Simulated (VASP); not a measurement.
Pb:

```
CELL_PARAMETERS angstrom
-1.97966 1.97966 1.97966
1.97966 -1.97966 1.97966
1.97966 1.97966 -1.97966
ATOMIC_POSITIONS crystal
Pb 0.00000 0.00000 0.00000
```

This isn't the form of Pb at room conditions, which is fcc.

- Program: VASP 6.6.1
- Task: relaxation of cell and atoms
- Functional: RPBE
- Potentials or basis: VASP PAW PBE potentials, release 64 (Pb_d)
- Cutoff: 600 eV
- k mesh: 9 × 9 × 9
- Occupations: fermi-dirac, width 0.05 eV
- Spin: no spin polarisation

At the start: pressure 2.3 GPa; volume 31.03 Å³/atom.

Question: Where does the relaxation end?

Answer: Over 3 steps the energy falls by 13.4 meV/atom and the volume is 33.01 Å³/atom (+6.4 %); space group Im-3m (No. 229, to 0.1 Å) before and after.

The path:
```tsv
step	energy change (eV)	largest force (eV/Å)	pressure (GPa)	volume (Å³)
1	0.0000	0.0000	2.35	31.03
2	-0.0134	0.0000	-0.10	33.12
3	-0.0134	0.0000	0.00	33.01
```

Final structure:
```
Pb
1.0
    -2.02077    2.02077    2.02077
     2.02077   -2.02077    2.02077
     2.02077    2.02077   -2.02077
Pb
1
Direct
  0.00000 0.00000 0.00000
```

Caveat: the PAW data sets were made with another functional, which shifts forces and pressure a little.
